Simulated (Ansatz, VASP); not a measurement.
**Sn: VASP beside Ansatz**

File POSCAR:

```
Sn
1.0
   -2.9401404553      2.9401404553      1.5993019889
    2.9401404553     -2.9401404553      1.5993019889
    2.9401404553      2.9401404553     -1.5993019889
Sn
2
Direct
    0.0000000000      0.0000000000      0.0000000000
    0.7500000000      0.2500000000      0.5000000000
```

INCAR.step1

```
SYSTEM = Sn
PREC     = Accurate       ! precision mode
ENCUT    = 520            ! plane-wave cutoff, eV
EDIFF    = 1E-5           ! SCF threshold, eV
ISMEAR   = -1             ! smearing method
SIGMA    = 0.05           ! smearing width, eV
LREAL    = .False.        ! projectors in reciprocal space
LASPH    = .True.         ! aspherical terms in the spheres
NELM     = 100            ! most SCF steps
ALGO     = Normal         ! electronic algorithm
ISIF     = 2              ! what is computed and relaxed
LWAVE    = .True.         ! write WAVECAR
LCHARG   = .False.        ! write CHGCAR
NBANDS   = 21             ! bands
GGA      = PE             ! functional
```

The input INCAR.step2:

```
SYSTEM = Sn
PREC     = Accurate       ! precision mode
ENCUT    = 520            ! plane-wave cutoff, eV
EDIFF    = 1E-7           ! SCF threshold, eV
ISMEAR   = -1             ! smearing method
SIGMA    = 0.05           ! smearing width, eV
LREAL    = .False.        ! projectors in reciprocal space
LASPH    = .True.         ! aspherical terms in the spheres
NELM     = 100            ! most SCF steps
ALGO     = Normal         ! electronic algorithm
ISIF     = 2              ! what is computed and relaxed
LWAVE    = .False.        ! write WAVECAR
LCHARG   = .False.        ! write CHGCAR
GGA      = PS             ! functional
LHFCALC  = .True.         ! exact exchange
AEXX     = 0.25           ! exact-exchange fraction
HFSCREEN = 0.207          ! screening, 1/A
PRECFOCK = Normal       
NBANDS   = 21             ! bands
ISTART   = 1
```

File KPOINTS:

```
regular mesh
0
Gamma
  5 5 5
  0 0 0
```

input.yaml

```yaml
crystal:
  lattice:
    - [-2.9401404553, 2.9401404553, 1.5993019889]
    - [2.9401404553, -2.9401404553, 1.5993019889]
    - [2.9401404553, 2.9401404553, -1.5993019889]
  atoms:
    - { symbol: Sn, position: [0.0, 0.0, 0.0] }
    - { symbol: Sn, position: [0.75, 0.25, 0.5] }
hamiltonian:
  xc:
    exchange: hjs_pbesol
    correlation: pbesol
    exx: { coeff: 0.25, omega: 0.207 }
  pseudopotentials: { kind: paw }
kpoints:
  mp_grid: { grid: [5, 5, 5] }
  band_path:
    path:
      - [[0.0, 0.0, 0.0], [0.0, 0.0, 0.5], [-0.5, 0.5, 0.5], [0.0, 0.0, 0.0], [0.3239715651, 0.3239715651, -0.3239715651], [0.25, 0.25, 0.25], [0.0, 0.5, 0.0], [-0.3239715651, 0.6760284349, 0.3239715651], [-0.5, 0.5, 0.5]]
      - [[0.0, 0.0, 0.5], [0.25, 0.25, 0.25]]
    npoints: 4
scf:
  occupations: { method: fermi_dirac, width: 0.05 }
  n_extra_bands: 6
output:
  forces: true
  stress: true
  eigenvalues: true
  fatbands: false
```

Alike in both runs: functional PBEsol-based screened hybrid with a share of 0.25 of exact exchange and HFSCREEN = 0.207; k mesh 5 × 5 × 5; occupations fermi-dirac, width 0.05 eV; no spin polarisation.

```csv
,VASP,Ansatz
version,VASP 6.6.1,Ansatz 0.2.0
potentials or method,"VASP PAW PBE potentials, release 64 (Sn_d)",Ansatz PAW
plane-wave cutoff (eV),520,420
valence electrons in the cell,28,28
task,single point,band structure
```

```csv
,VASP,Ansatz,Ansatz less VASP
gap on the k mesh at the Fermi level (eV),none,none,-
pressure (GPa),-1.9,-1.9,+0.02
"traceless stress, the component that is largest in VASP (GPa)",-4.24,-4.24,+0.002
```

VASP's potentials were made for PBE, not for PBEsol-based screened hybrid. A gap of «none» marks a metal or a gap that the smearing closes. With one functional, cell and mesh, what is left measures potentials, basis and numerics.

The k mesh is coarse, so the values compare programs but aren't converged.
